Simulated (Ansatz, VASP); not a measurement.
## Ge2SbO3 in VASP and in Ansatz

Contents of INCAR:

```
  PREC = Accurate
  ENCUT = 600
  EDIFF = 1E-6
  ISMEAR = 0
  SIGMA = 0.1
  LREAL = False
  LASPH = True
  NELM = 100
  ALGO = Normal
  ISIF = 3
  LWAVE = False
  LCHARG = False
  GGA = PE
  IBRION = 2
  NSW = 90
  EDIFFG = -0.04
```

KPOINTS

```
Automatic mesh
0
Gamma
  6 6 6
```

POSCAR

```
Ge2SbO3
1.0
    2.6047373900      1.5038458300      4.0797001500
   -2.6047373900      1.5038458300      4.0797001500
    0.0000000000     -3.0076916700      4.0797001500
Ge Sb O
2 1 3
Direct
    0.6265445900      0.6265445900      0.6265445900
    0.3734554100      0.3734554100      0.3734554100
    0.0000000000      0.0000000000      0.0000000000
    0.0000000000      0.5000000000      0.0000000000
    0.5000000000      0.0000000000      0.0000000000
    0.0000000000      0.0000000000      0.5000000000
```

Input for Ansatz:

```yaml
crystal:
  lattice:
    - [2.60473739, 1.50384583, 4.07970015]
    - [-2.60473739, 1.50384583, 4.07970015]
    - [0.0, -3.00769167, 4.07970015]
  atoms:
    - { symbol: Ge, position: [0.62654459, 0.62654459, 0.62654459] }
    - { symbol: Ge, position: [0.37345541, 0.37345541, 0.37345541] }
    - { symbol: Sb, position: [0.0, 0.0, 0.0] }
    - { symbol: O, position: [0.0, 0.5, 0.0] }
    - { symbol: O, position: [0.5, 0.0, 0.0] }
    - { symbol: O, position: [0.0, 0.0, 0.5] }
basis:
  ecutwfc: 420
kpoints:
  mp_grid: { grid: [6, 6, 6] }
hamiltonian:
  xc: pbe
scf:
  occupations: { method: gaussian, width: 0.1 }
  lower_state_search: "off"
output:
  forces: true
  stress: true
  eigenvalues: true
relax:
  adjacent_minimum: "off"
  f_tol: 0.04
  max_steps: 70
  cell: { stress_tol: 0.4 }
```

Change from the starting cell: species swapped into the Hf2Al3Ni type (R-3m, No. 166).

Alike in both runs: task relaxation of cell and atoms; functional PBE; k mesh 6 × 6 × 6; occupations gaussian, width 0.1 eV; no spin polarisation.

|  | VASP | Ansatz |
| --- | --- | --- |
| version | VASP 6.6.1 | Ansatz 0.2.0 |
| potentials or method | VASP PAW PBE potentials, release 64 (Ge_d, Sb, O), cutoff 600 eV | scalar-relativistic, plane waves, PAW |
| valence electrons in the cell | 51 | 61 |

```csv
,VASP,Ansatz,Ansatz less VASP
"gap on the k mesh at the Fermi level, each at its own relaxed structure (eV)",none,none,-
relaxed volume (Å³/atom),17.56,17.56,-0.007
relaxed length of the cell vector where the two differ most in proportion (Å),5.156,5.158,+0.0013
```

A gap of «none» marks a metal or a gap that the smearing closes. VASP's potentials hold 51 valence electrons a cell and Ansatz's 61, so a difference there can come from the potentials and not from the codes.

Neither program's run includes spin-orbit coupling.
